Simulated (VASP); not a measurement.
Wanted: the native input for a VASP 6.6.1 run.

```yaml
Task: relaxation of cell and atoms
Functional: BLYP
Dispersion: D3(BJ)
Potentials_or_basis: VASP PAW PBE potentials, release 64 (Sn_d, Se)
Cutoff: 600 eV
k_mesh: 8 × 8 × 8
Occupations: fermi-dirac, width 0.05 eV
Spin: no spin polarisation
Dipole_correction: no
Further_INCAR_settings: ALGO = Normal; EDIFF = 1e-06; IBRION = 2; EDIFFG = -0.01; NSW = 60; ISIF = 3
```

The structure of SnSe lies in POSCAR:

```
SnSe
1.0
    0.0000000000      3.0100000000      3.0100000000
    3.0100000000      0.0000000000      3.0100000000
    3.0100000000      3.0100000000      0.0000000000
Sn Se
1 1
Direct
    0.0000000000      0.0000000000      0.0000000000
    0.5000000000      0.5000000000      0.5000000000
```

The input as run:

INCAR

```
SYSTEM = SnSe
PREC = Accurate
ENCUT = 600
EDIFF = 1E-6
ISMEAR = -1
SIGMA = 0.05
LREAL = .False.
LASPH = .True.
NELM = 100
ALGO = Normal
ISIF = 3
LWAVE = .False.
LCHARG = .False.
GGA = B5
ALDAX = 1.0
AGGAX = 1.0
AGGAC = 1.0
ALDAC = 0.0
IVDW = 12
VDW_S6 = 1.0
VDW_S8 = 2.6996
VDW_A1 = 0.4298
VDW_A2 = 4.2359
IBRION = 2
NSW = 60
EDIFFG = -0.01
```

KPOINTS

```
Automatic mesh
0
Gamma
  8 8 8
  0 0 0
```

Potentials or basis: VASP PAW PBE potentials, release 64 (Sn_d, Se).

Run with:

```sh
$ cat potpaw_PBE.64/Sn_d/POTCAR potpaw_PBE.64/Se/POTCAR > POTCAR
$ mpirun -np 1 vasp_std > vasp.out
```

Results of the run:

```
Pressure after relaxing    : 0.0 GPa
Band gap on the k mesh     : 0.40 eV, direct
Dispersion energy per atom : -0.818 eV
```

Caveat: the relaxation stopped at its first step, so nothing moved; the PAW data sets were made with another functional, which shifts forces and pressure a little; spin-orbit coupling is left out, which moves the levels of the heavy elements.

Wall time 43 s on 1 thread of Intel Xeon 6975P-C (shared host), peak memory 0.22 GiB.
